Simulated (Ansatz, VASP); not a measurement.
## One calculation of Mn, two programs

File INCAR:

```
PREC = Accurate ; ENCUT = 500
EDIFF = 1E-6 ; ISMEAR = 0
SIGMA = 0.1 ; LREAL = False
LASPH = True ; NELM = 200
ALGO = Normal ; ISIF = 2
LWAVE = False ; LCHARG = False
ISPIN = 2 ; MAGMOM = 0.76
LORBIT = 11 ; LMAXMIX = 4
GGA = PE ; IVDW = 12
NBANDS = 16 ; GGA_COMPAT = False
```

File KPOINTS:

```
regular mesh
0
Gamma
  6 6 6
```

File POSCAR:

```
Mn
1.0
   -1.3932737400      1.3932737400      1.3932737400
    1.3932737400     -1.3932737400      1.3932737400
    1.3932737400      1.3932737400     -1.3932737400
Mn
1
Direct
    0.0000000000      0.0000000000      0.0000000000
```

Input for Ansatz:

```yaml
crystal:
  lattice:
    - [-1.39327374, 1.39327374, 1.39327374]
    - [1.39327374, -1.39327374, 1.39327374]
    - [1.39327374, 1.39327374, -1.39327374]
  atoms:
    - { symbol: Mn, position: [0.0, 0.0, 0.0], spin: 0.76 }
basis:
  ecutwfc: 420
  ecutrho_ratio: 5
kpoints:
  mp_grid: { grid: [6, 6, 6] }
hamiltonian:
  xc: pbe
  dispersion: d3bj
scf:
  occupations: { method: gaussian, width: 0.1 }
  lower_state_search: "off"
output:
  forces: true
  stress: true
  eigenvalues: true
  populations: true
magnetization:
  spin_polarized: true
accuracy: medium
```

Alike in both runs: task single point; functional PBE; dispersion D3(BJ); k mesh 6 × 6 × 6; occupations gaussian, width 0.1 eV; collinear spin.

|  | VASP | Ansatz |
| --- | --- | --- |
| version | VASP 6.6.1 | Ansatz 0.2.0 |
| potentials or method | VASP PAW PBE potentials, release 64 (Mn_pv), cutoff 500 eV | scalar-relativistic, plane waves, PAW |
| valence electrons in the cell | 13 | 15 |

```tsv
	VASP	Ansatz	Ansatz less VASP
gap on the k mesh at the Fermi level (eV)	none	none	-
pressure (GPa)	-3.8	-3.6	+0.21
net moment per atom (μB)	0.81	0.81	-0.008
size of the moment on the site where the two differ most (μB)	0.81	0.80	-0.011
```

Site moments also hang on the region over which each program counts them. A gap of «none» marks a metal or a gap that the smearing closes. VASP's potentials hold 13 valence electrons a cell and Ansatz's 15, so a difference there can come from the potentials and not from the codes.

The k mesh is coarse, so the values compare programs but aren't converged.
